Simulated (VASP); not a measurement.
A run of VASP 6.6.1:

The input INCAR:

```
PREC = Accurate ; ENCUT = 520
EDIFF = 1E-6 ; ISMEAR = -1
SIGMA = 0.05 ; LREAL = False
LASPH = True ; NELM = 100
ALGO = Normal ; ISIF = 2
LWAVE = False ; LCHARG = False
GGA = PE ; NBANDS = 21
```

KPOINTS

```
regular mesh
0
Gamma
  8 8 8
```

The input POSCAR:

```
Pb
1.0
    0.1031700017      3.4905850563      3.4905850563
    3.4905850563      0.1031700017      3.4905850563
    3.4905850563      3.4905850563      0.1031700017
Pb
2
Direct
    0.0000000000      0.0000000000      0.0000000000
    0.2500000000      0.2500000000      0.2500000000
```

Potentials or basis: VASP PAW PBE potentials, release 64 (Pb_d).

The run is started by

```bash
$ cat potpaw_PBE.64/Pb_d/POTCAR > POTCAR
$ mpirun -np 1 vasp_std > vasp.out
```

Hardware: 1 thread of Intel(R) Xeon(R) 6975P-C (Granite Rapids) (shared host).

Task: Estimate the wall time of this run.

Result: Run time: 90 s on 1 thread of Intel(R) Xeon(R) 6975P-C (Granite Rapids), with other jobs on the host, peak memory 0.27 GiB. Counts: scf iterations 12, k points 65.
